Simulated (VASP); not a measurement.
# BaTiO3 (Amm2) in VASP: vibrations by perturbation theory with PBEsol

Aim: the vibrations by perturbation theory of BaTiO3 with PBEsol.

Program: VASP 6.6.1. These are calculated values, not measurements. Logs are shortened: lines on timing, memory, paths and dates and some standing lists are left out, and cuts for length are marked.

## Step 1: The cell of the first run

It takes space group Amm2 (No. 38, orthorhombic). Conventional cell: a = 3.950 Å, b = 5.657 Å, c = 5.677 Å, α = 90.00°, β = 90.00°, γ = 90.00°. Within 3.6 Å of Ba (site symmetry mm2) lie 12 O at 2.75 to 2.93 Å and 8 Ti at 3.40 to 3.52 Å. Within 2.5 Å of Ti (site symmetry mm2) lie 6 O at 1.87 to 2.15 Å. O (site symmetry m) has 2 Ti at 1.87 to 2.15 Å within 2.5 Å. O (site symmetry mm2) has 2 Ti at 1.98 Å within 2.6 Å.

## Step 2: Vibrations by perturbation theory, PBEsol

The input, INCAR:

```
SYSTEM = BaTiO3
ALGO     = Normal         ! electronic algorithm
EDIFF    = 1E-8           ! SCF threshold, eV
ENCUT    = 520            ! plane-wave cutoff, eV
GGA      = PS             ! functional
IBRION   = 8              ! ionic algorithm
ISIF     = 2              ! what is computed and relaxed
ISMEAR   = 0              ! smearing method
LASPH    = .TRUE.         ! aspherical terms in the spheres
LCHARG   = .TRUE.         ! write CHGCAR
LEPSILON = .TRUE.         ! dielectric tensor by DFPT
LREAL    = .FALSE.        ! projectors in reciprocal space
LWAVE    = .FALSE.        ! write WAVECAR
NELM     = 80             ! most SCF steps
NSW      = 1              ! ionic steps
PREC     = Accurate       ! precision mode
SIGMA    = 0.01           ! smearing width, eV
```

The input, KPOINTS:

```
k-points
0
G
  4 4 4
  0 0 0
```

The input, POSCAR:

```
BaTiO3
1.0
    3.9499157002      0.0000000000      0.0000000000
    0.0000000000      2.8284515051      2.8386565182
    0.0000000000     -2.8284515051      2.8386565182
Ba Ti O
1 1 3
Direct
    0.0000000000      0.0036318847      0.0036318847
    0.5000000000      0.5164790836      0.5164790836
    0.5000000000      0.9814797485      0.4903218600
    0.5000000000      0.4903218600      0.9814797485
    0.0000000000      0.4879874233      0.4879874233
```

Potentials or basis: VASP PAW PBE potentials, release 64 (Ba_sv, Ti_sv, O).

Started as:

```
$ cat potpaw_PBE.64/Ba_sv/POTCAR potpaw_PBE.64/Ti_sv/POTCAR potpaw_PBE.64/O/POTCAR > POTCAR
$ mpirun -np 1 vasp_std > vasp.out
```

OUTCAR:

```text
SYSTEM = BaTiO3
   EDIFF = 1E-8
   ENCUT = 520
   GGA = PS
   IBRION = 8
   ISIF = 2
   ISMEAR = 0
   LASPH = .TRUE.
   LEPSILON = .TRUE.
   LREAL = .FALSE.
   NELM = 80
   NSW = 1
   PREC = Accurate

 ion  position               nearest neighbor table
   1  0.000  0.004  0.004-   5 2.75   4 2.78   3 2.78   3 2.78   4 2.78   5 2.83   5 2.83   4 2.85
                             3 2.85   3 2.85   4 2.85   5 2.93   2 3.40   2 3.40   2 3.45   2 3.45
   2  0.500  0.516  0.516-   3 1.87   4 1.87   5 1.98   5 1.98   3 2.15   4 2.15   1 3.40   1 3.40
                             1 3.45   1 3.45   1 3.45   1 3.45   1 3.52   1 3.52
   3  0.500  0.981  0.490-   2 1.87   2 2.15   1 2.78   1 2.78   1 2.85   1 2.85
   4  0.500  0.490  0.981-   2 1.87   2 2.15   1 2.78   1 2.78   1 2.85   1 2.85
   5  0.000  0.488  0.488-   2 1.98   2 1.98   1 2.75   1 2.83   1 2.83   1 2.93

  LATTYP: Found a base centered orthorhombic cell.
 ALAT       =     5.6569030102
 B/A-ratio  =     1.0036079859
 C/A-ratio  =     0.6982470255

  Lattice vectors:

 A1 = (   0.0000000000,   2.8284515051,  -2.8386565182)
 A2 = (   0.0000000000,   2.8284515051,   2.8386565182)
 A3 = (   3.9499157002,   0.0000000000,   0.0000000000)

Analysis of symmetry for initial positions (statically):
=====================================================================
 Subroutine PRICEL returns:
 Original cell was already a primitive cell.

 Routine SETGRP: Setting up the symmetry group for a
 base centered orthorhombic supercell.

 Subroutine GETGRP returns: Found  4 space group operations
 (whereof  4 operations were pure point group operations)
 out of a pool of  8 trial point group operations.

The static configuration has the point symmetry C_2v.

Analysis of symmetry for dynamics (positions and initial velocities):
=====================================================================
 Subroutine PRICEL returns:
 Original cell was already a primitive cell.

 Routine SETGRP: Setting up the symmetry group for a
 base centered orthorhombic supercell.

 Subroutine GETGRP returns: Found  4 space group operations
 (whereof  4 operations were pure point group operations)
 out of a pool of  8 trial point group operations.

The dynamic configuration has the point symmetry C_2v.

 Subroutine INISYM returns: Found  4 space group operations
 (whereof  4 operations are pure point group operations),
 and found     1 'primitive' translations

----------------------------------------------------------------------------------------

                                     Primitive cell

  volume of cell :      63.4278

  direct lattice vectors                    reciprocal lattice vectors
     3.949915700  0.000000000  0.000000000     0.253169960  0.000000000  0.000000000
     0.000000000  2.828451505  2.838656518     0.000000000  0.176775172  0.176139662
     0.000000000 -2.828451505  2.838656518     0.000000000 -0.176775172  0.176139662

  length of vectors
     3.949915700  4.007257010  4.007257010     0.253169960  0.249548877  0.249548877

[... 791 lines left out ...]
     3.85959  0.00000  0.00000
     0.00000  0.63592  0.00000
     0.00000  0.00000 -2.05185

 MACROSCOPIC STATIC DIELECTRIC TENSOR (including local field effects in DFT)
 ------------------------------------------------------
           6.311473     0.000000     0.000000
           0.000000     6.206563     0.000000
           0.000000     0.000000     5.814033
 ------------------------------------------------------

 PIEZOELECTRIC TENSOR (including local field effects)  for field in x, y, z        (e  Angst)
          XX          YY          ZZ          XY          YZ          ZX
  --------------------------------------------------------------------------------
  x     0.00000     0.00000     0.00000     0.00000     0.00000     0.38961
  y     0.00000     0.00000     0.00000     0.00000    -0.17744     0.00000
  z     0.80504     0.21658     1.02274     0.00000     0.00000     0.00000

 PIEZOELECTRIC TENSOR (including local field effects)  for field in x, y, z        (C/m^2)
          XX          YY          ZZ          XY          YZ          ZX
  --------------------------------------------------------------------------------
  x     0.00000     0.00000     0.00000     0.00000     0.00000     0.09841
  y     0.00000     0.00000     0.00000     0.00000    -0.04482     0.00000
  z     0.20335     0.05471     0.25834     0.00000     0.00000     0.00000

 BORN EFFECTIVE CHARGES (including local field effects) (in |e|, cummulative output)
 ---------------------------------------------------------------------------------
 ion    1
    1     2.73575     0.00000     0.00000
    2     0.00000     2.83725     0.00000
    3     0.00000     0.00000     2.78341
 ion    2
    1     6.98365     0.00000     0.00000
    2     0.00000     6.55384     0.00000
    3     0.00000     0.00000     5.71904
 ion    3
    1    -2.07054     0.00000     0.00000
    2     0.00000    -3.69546    -1.61857
    3     0.00000    -1.45581    -3.25395
 ion    4
    1    -2.07054     0.00000     0.00000
    2     0.00000    -3.69546     1.61857
    3     0.00000     1.45581    -3.25395
 ion    5
    1    -5.57832     0.00000     0.00000
    2     0.00000    -2.00017     0.00000
    3     0.00000     0.00000    -1.99456

 INTERNAL STRAIN TENSOR FOR ION    5 for displacements in x,y,z  (eV/Angst):
          X           Y           Z          XY          YZ          ZX
  --------------------------------------------------------------------------------
  x     0.00000     0.00000     0.00000     0.00000     0.00000     0.65581
  y     0.00000     0.00000     0.00000     0.00000     0.80754     0.00000
  z     3.85959     0.63592    -2.05185     0.00000     0.00000     0.00000

 SECOND DERIVATIVES (NOT SYMMETRIZED)
 ------------------------------------
               1X          1Y          1Z          2X          2Y          2Z          3X          3Y          3Z          4X          4Y          4Z          5X          5Y          5Z
  1X    -6.724725    0.000000    0.000000    3.415289    0.000000    0.000000    1.039234    0.000000    0.000000    1.039234    0.000000    0.000000    1.230969    0.000000    0.000000
  1Y     0.000000   -6.523423    0.000000    0.000000    3.800498    0.000000    0.000000    1.019594    0.033580    0.000000    1.019594   -0.033580    0.000000    0.683736    0.000000
  1Z     0.000000    0.000000   -6.615422    0.000000    0.000000    3.638276    0.000000    0.028676    1.030161    0.000000   -0.028676    1.030161    0.000000    0.000000    0.916825
  2X     3.420445    0.000000    0.000000   -1.670787    0.000000    0.000000    0.501505    0.000000    0.000000    0.501505    0.000000    0.000000   -2.752667    0.000000    0.000000
  2Y     0.000000    3.803274    0.000000    0.000000   -7.693294    0.000000    0.000000    1.308827   -0.013688    0.000000    1.308827    0.013688    0.000000    1.272366    0.000000
  2Z     0.000000    0.000000    3.645422    0.000000    0.000000  -10.136578    0.000000    0.915363    2.458032    0.000000   -0.915363    2.458032    0.000000    0.000000    1.575092
  3X     1.031124    0.000000    0.000000    0.476387    0.000000    0.000000   -5.481618    0.000000    0.000000   -0.468761    0.000000    0.000000    4.442868    0.000000    0.000000
  3Y     0.000000    1.022756    0.025715    0.000000    1.260052    0.918238    0.000000   -8.733373   -2.785031    0.000000    4.711173   -0.468669    0.000000    1.739392    2.309747
  3Z     0.000000    0.026309    1.031999    0.000000   -0.027009    2.456726    0.000000   -2.775371   -8.191620    0.000000    0.457405    2.934031    0.000000    2.318666    1.768864
  4X     1.031124    0.000000    0.000000    0.476387    0.000000    0.000000   -0.468761    0.000000    0.000000   -5.481618    0.000000    0.000000    4.442868    0.000000    0.000000
  4Y     0.000000    1.022756   -0.025715    0.000000    1.260052   -0.918238    0.000000    4.711173    0.468669    0.000000   -8.733373    2.785031    0.000000    1.739392   -2.309747
  4Z     0.000000   -0.026309    1.031999    0.000000    0.027009    2.456726    0.000000   -0.457405    2.934031    0.000000    2.775371   -8.191620    0.000000   -2.318666    1.768864
  5X     1.227343    0.000000    0.000000   -2.788544    0.000000    0.000000    4.440487    0.000000    0.000000    4.440487    0.000000    0.000000   -7.319772    0.000000    0.000000
  5Y     0.000000    0.684285    0.000000    0.000000    1.248475    0.000000    0.000000    1.742791    2.330911    0.000000    1.742791   -2.330911    0.000000   -5.418343    0.000000
  5Z     0.000000    0.000000    0.909085    0.000000    0.000000    1.560470    0.000000    2.329185    1.783171    0.000000   -2.329185    1.783171    0.000000    0.000000   -6.035896

 Eigenvectors and eigenvalues of the dynamical matrix
 ----------------------------------------------------

   1 f  =   15.731880 THz    98.846314 2PiTHz  524.759016 cm-1    65.061797 meV
             X         Y         Z           dx          dy          dz
      0.000000  0.000000  0.020619    -0.000000    0.000000   -0.001130
      1.974958  0.000000  2.932213     0.000000    0.000000   -0.080201
      1.974958  1.389216  4.177939    -0.000000    0.608975    0.248939
      1.974958 -1.389216  4.177939    -0.000000   -0.608975    0.248939
      0.000000  0.000000  2.770457     0.000000   -0.000000   -0.357664
[... 105 lines left out ...]
  15 f/i=    2.518684 THz    15.825360 2PiTHz   84.014264 cm-1    10.416436 meV
             X         Y         Z           dx          dy          dz
      0.000000  0.000000  0.020619    -0.012310   -0.000000    0.000000
      1.974958  0.000000  2.932213     0.680537   -0.000000    0.000000
      1.974958  1.389216  4.177939    -0.348595   -0.000000    0.000000
      1.974958 -1.389216  4.177939    -0.348595   -0.000000    0.000000
      0.000000  0.000000  2.770457    -0.541923   -0.000000    0.000000

--------------------------------------------------------------------------------------------------------

 MACROSCOPIC STATIC DIELECTRIC TENSOR IONIC CONTRIBUTION
 ------------------------------------------------------
           0.370286    -0.000000     0.000000
          -0.000000    40.242899    -0.000000
           0.000000     0.000000    21.973899
 ------------------------------------------------------

 ELASTIC MODULI CONTR FROM IONIC RELAXATION (kBar)
 Direction    XX          YY          ZZ          XY          YZ          ZX
 --------------------------------------------------------------------------------
 XX         -90.3802    -73.4714    -69.4288      0.0000      0.0000      0.0000
 YY         -73.4714   -715.0348   -722.5929      0.0000     -0.0000      0.0000
 ZZ         -69.4288   -722.5929   -820.4237      0.0000     -0.0000      0.0000
 XY           0.0000      0.0000      0.0000     -0.3025     -0.0000     -0.0000
 YZ           0.0000     -0.0000     -0.0000     -0.0000   -689.7030     -0.0000
 ZX           0.0000      0.0000      0.0000     -0.0000     -0.0000     -9.8882
 --------------------------------------------------------------------------------

 PIEZOELECTRIC TENSOR IONIC CONTR  for field in x, y, z        (C/m^2)
          XX          YY          ZZ          XY          YZ          ZX
  --------------------------------------------------------------------------------
  x     0.00000    -0.00000    -0.00000    -0.00000    -0.00000    -0.02717
  y    -0.00000     0.00000    -0.00000     0.00000     4.62753     0.00000
  z     0.28674     2.90237     3.71380     0.00000    -0.00000    -0.00000
```

It took 20 min on 1 thread of AMD EPYC 9R45 (Zen 5), shared host; peak memory 0.32 GiB.

What came out:

* Electronic dielectric tensor (diagonal): 6.31, 6.21, 5.81
* Born charges (mean of the diagonal): Ba +2.79; Ti +6.42; O -3.01, -3.19 (each value once) e
* Highest phonon frequency at Γ, LO-TO splitting left out: 525 cm⁻¹
* Most unstable mode: 84i cm⁻¹

Phonon frequencies in cm⁻¹ (negative: imaginary):
```tsv
q point	frequencies
(0.000, 0.000, 0.000)	-84 -1 0 2 175 178 180 250 284 292 300 307 472 482 525
```

Electronic dielectric tensor:
```
6.31 0.00 0.00
0.00 6.21 0.00
0.00 0.00 5.81
```

Born effective charge tensors (e):
atom 1, Ba
```
2.74 0.00 0.00
0.00 2.84 0.00
0.00 0.00 2.78
```
atom 2, Ti
```
6.98 0.00 0.00
0.00 6.55 0.00
0.00 0.00 5.72
```
atom 3, O
```
-2.07  0.00  0.00
 0.00 -3.70 -1.62
 0.00 -1.46 -3.25
```
atom 4, O
```
-2.07  0.00  0.00
 0.00 -3.70  1.62
 0.00  1.46 -3.25
```
atom 5, O
```
-5.58  0.00  0.00
 0.00 -2.00  0.00
 0.00  0.00 -1.99
```

Caveat: the k points lie up to 0.40 Å⁻¹ apart; the cell stands under pressure or tension, which shifts response properties; some modes are imaginary; spin-orbit coupling is left out, which moves the levels of the heavy elements.
